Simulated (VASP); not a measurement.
Wanted: the native input for a VASP 6.6.1 run.

```
Task                            : G0W0 quasiparticle levels
Functional                      : PBE
Potentials or basis             : VASP PAW PBE potentials, release 64 (Sr_sv_GW, Ti_sv_GW, O_GW)
Cutoff                          : 500 eV
k mesh                          : 2 × 2 × 2
Occupations                     : gaussian, width 0.01 eV
Spin                            : no spin polarisation
Dipole correction               : no
GW scheme                       : G0W0
GW iterations                   : 1
Cutoff of the response function : 113.3
Frequency points                : 48
Empty bands                     : 280
Further INCAR settings          : ALGO = EVGW0; EDIFF = 1e-08; NBANDS = 300
```

SrTiO3:

```
Sr Ti O
1.0
     3.90500    0.00000    0.00000
     0.00000    3.90500    0.00000
     0.00000    0.00000    3.90500
Sr Ti O
1 1 3
Direct
  0.00000 0.00000 0.00000
  0.50000 0.50000 0.50000
  0.50000 0.50000 0.00000
  0.50000 0.00000 0.50000
  0.00000 0.50000 0.50000
```

These files were run (other wordings do the same):

POSCAR

```
SrTiO3
1.0
    3.9050000000      0.0000000000      0.0000000000
    0.0000000000      3.9050000000      0.0000000000
    0.0000000000      0.0000000000      3.9050000000
Sr Ti O
1 1 3
Direct
    0.0000000000      0.0000000000      0.0000000000
    0.5000000000      0.5000000000      0.5000000000
    0.5000000000      0.5000000000      0.0000000000
    0.5000000000      0.0000000000      0.5000000000
    0.0000000000      0.5000000000      0.5000000000
```

INCAR.step1

```
SYSTEM = SrTiO3
ALGO = Normal
EDIFF = 1E-8
ENCUT = 500
GGA = PE
ISMEAR = 0
LASPH = .True.
LCHARG = .False.
LREAL = .False.
LWAVE = .True.
NELM = 80
PREC = Accurate
SIGMA = 0.01
```

INCAR.step2

```
SYSTEM = SrTiO3
ALGO = Exact
EDIFF = 1E-8
ENCUT = 500
GGA = PE
ISMEAR = 0
ISTART = 1
LASPH = .True.
LCHARG = .False.
LOPTICS = .True.
LREAL = .False.
LWAVE = .True.
NBANDS = 300
NELM = 1
PREC = Accurate
SIGMA = 0.01
```

INCAR.step3

```
SYSTEM = SrTiO3
ALGO = EVGW0
EDIFF = 1E-8
ENCUT = 500
ENCUTGW = 113.3
GGA = PE
ISMEAR = 0
ISTART = 1
LASPH = .True.
LCHARG = .False.
LREAL = .False.
LWAVE = .False.
NBANDS = 300
NBANDSGW = 28
NELMGW = 1
NOMEGA = 48
PREC = Accurate
PRECFOCK = Fast
SIGMA = 0.01
```

KPOINTS

```
k-points
0
Gamma
  2 2 2
  0 0 0
```

Potentials or basis: VASP PAW PBE potentials, release 64 (Sr_sv_GW, Ti_sv_GW, O_GW).

Launch:

```sh
$ cat potpaw_PBE.64/Sr_sv_GW/POTCAR potpaw_PBE.64/Ti_sv_GW/POTCAR potpaw_PBE.64/O_GW/POTCAR > POTCAR
$ cp INCAR.step1 INCAR
$ mpirun -np 1 vasp_std > vasp.out
$ cp INCAR.step2 INCAR
$ mpirun -np 1 vasp_std > vasp.out
$ cp INCAR.step3 INCAR
$ mpirun -np 1 vasp_std > vasp.out
```

It gave:

```json
{"Band gap on the k mesh, mean-field level": "1.49 eV, indirect (least direct gap 1.85 eV)", "Quasiparticle gap": "2.95 eV", "Least direct quasiparticle gap": "3.38 eV"}
```

Caveat: the k points lie up to 0.80 Å⁻¹ apart; bands, screening cutoff and mesh are small and nothing is extrapolated, so the quasiparticle values aren't converged.

Run time: 4 min on 1 thread of Intel Xeon 8259CL, with other jobs on the host, peak memory 0.46 GiB.
